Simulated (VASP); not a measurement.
A run of VASP 6.6.1 is set up as follows.

The input INCAR:

```
SYSTEM = LiSc
PREC = Accurate
ENCUT = 520
EDIFF = 1E-7
ISMEAR = -1
SIGMA = 0.05
LREAL = .FALSE.
LASPH = .TRUE.
NELM = 100
ALGO = Normal
ISIF = 2
LWAVE = .FALSE.
LCHARG = .FALSE.
NBANDS = 14
```

File KPOINTS:

```
Automatic mesh
0
G
  6 6 6
  0 0 0
```

POSCAR

```
LiSc
1.0
    3.3949198930      0.0000000000      0.0000000000
    0.0000000000      3.3949198930      0.0000000000
    0.0000000000      0.0000000000      3.3949198930
Sc Li
1 1
Direct
    0.0000000000      0.0000000000      0.0000000000
    0.5000000000      0.5000000000      0.5000000000
```

Potentials or basis: VASP PAW LDA potentials, release 64 (Sc_sv, Li_sv).

Command:

```bash
$ cat potpaw_LDA.64/Sc_sv/POTCAR potpaw_LDA.64/Li_sv/POTCAR > POTCAR
$ mpirun -np 1 vasp_std > vasp.out
```

Problem. Predict the band gap on the k mesh.

Solution. Zero (band 7 reaches 2.92 eV, above the bottom of band 8 at 1.93 eV).
